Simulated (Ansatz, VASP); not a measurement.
# TaN: VASP beside Ansatz

```
Ta N
1.0
     2.75158    0.00000    0.00000
    -1.37579    2.38294    0.00000
     0.00000    0.00000    3.24175
Ta N
1 1
Direct
  0.33333 0.66667 0.50000
  0.00000 0.00000 0.00000
```

Alike in both runs: task single point; functional PBEsol; k mesh 24 × 24 × 24; occupations gaussian, width 0.15 eV; no spin polarisation.

```csv
,VASP,Ansatz
version,VASP 6.6.1,Ansatz 0.2.0
potentials or method,"VASP PAW PBE potentials, release 64 (Ta_pv, N), cutoff 520 eV","scalar-relativistic, plane waves, PAW"
valence electrons in the cell,16,18
```

VASP gave:

* gap on the k mesh at the Fermi level (eV): none
* pressure (GPa): 2.2
* traceless stress, the component that is largest in VASP (GPa): -77.11

Problem. What did Ansatz give for the same quantities?

Solution. gap on the k mesh at the Fermi level (eV): none; pressure (GPa): 1.4; traceless stress, the component that is largest in VASP (GPa): -77.19.

VASP's potentials were made for PBE, not for PBEsol. A gap of «none» marks a metal or a gap that the smearing closes. VASP's potentials hold 16 valence electrons a cell and Ansatz's 18, so a difference there can come from the potentials and not from the codes.

Spin-orbit coupling is off throughout.
